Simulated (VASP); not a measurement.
Wanted: the native input for a VASP 6.6.1 run.

| Quantity | Value |
| --- | --- |
| Task | single point |
| Functional | LDA |
| Potentials or basis | VASP PAW LDA potentials, release 64 (Ti_sv, B) |
| Cutoff | 520 eV |
| k mesh | 11 × 11 × 9 |
| Occupations | fermi-dirac, width 0.1 eV |
| Spin | no spin polarisation |
| Dipole correction | no |
| Further INCAR settings | ALGO = Normal; EDIFF = 1e-06; NBANDS = 16 |

The structure of TiB2 lies in POSCAR:

```
TiB2
1.0
    3.0088691861      0.0000000000      0.0000000000
   -1.5044345930      2.6057571487      0.0000000000
    0.0000000000      0.0000000000      3.2067322330
Ti B
1 2
Direct
    0.0000000000      0.0000000000      0.0000000000
    0.3333333333      0.6666666667      0.5000000000
    0.6666666667      0.3333333333      0.5000000000
```

The input as run:

INCAR

```
SYSTEM = TiB2
PREC = Accurate
ENCUT = 520
EDIFF = 1E-6
ISMEAR = -1
SIGMA = 0.1
LREAL = .False.
LASPH = .True.
NELM = 80
ALGO = Normal
ISIF = 2
LWAVE = .False.
LCHARG = .False.
GGA = CA
NBANDS = 16
```

KPOINTS

```
Automatic mesh
0
Gamma
  11 11 9
  0 0 0
```

Potentials or basis: VASP PAW LDA potentials, release 64 (Ti_sv, B).

Run with:

```console
$ cat potpaw_LDA.64/Ti_sv/POTCAR potpaw_LDA.64/B/POTCAR > POTCAR
$ mpirun -np 1 vasp_std > vasp.out
```

It gave:

```yaml
Pressure: -5.7 GPa
Band_gap_on_the_k_mesh: zero (band 9 reaches 10.33 eV, above the bottom of band 10 at 9.87 eV)
```

Wall time 46 s on 1 thread of AMD EPYC 7R13 (shared host), peak memory 0.12 GiB.
